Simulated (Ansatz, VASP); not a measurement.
Two plane-wave programs on Ni3Hg

```
Hg Ni
1.0
     3.74491    0.00000    0.00000
     0.00000    3.74491    0.00000
     0.00000    0.00000    3.74491
Hg Ni
1 3
Cartesian
  0.0000 0.0000 0.0000
  1.8725 1.8725 0.0000
  1.8725 0.0000 1.8725
  0.0000 1.8725 1.8725
```

Alike in both runs: task single point; functional PBEsol; k mesh 7 × 7 × 7; occupations gaussian, width 0.02 eV; collinear spin, ferromagnetic start.

|  | VASP | Ansatz |
| --- | --- | --- |
| version | VASP 6.6.1 | Ansatz 0.2.0 |
| potentials or method | VASP PAW PBE potentials, release 64 (Hg, Ni) | Ansatz PAW |
| plane-wave cutoff (eV) | 500 | 420 |
| valence electrons in the cell | 42 | 74 |

|  | VASP | Ansatz | Ansatz less VASP |
| --- | --- | --- | --- |
| gap on the k mesh at the Fermi level (eV) | none | none | - |
| pressure (GPa) | -6.6 | -7.8 | -1.15 |
| net moment per atom (μB) | 0.26 | 0.26 | 0.000 |
| size of the moment on the site where the two differ most (μB) | 0.36 | 0.37 | +0.008 |

VASP's potentials were made for PBE, not for PBEsol. Site moments also hang on the region over which each program counts them. A gap of «none» marks a metal or a gap that the smearing closes. The functional is the same, so the differences come from potentials, cutoffs and numerics. VASP's potentials hold 42 valence electrons a cell and Ansatz's 74, so a difference there can come from the potentials and not from the codes.

Spin-orbit coupling is off throughout.
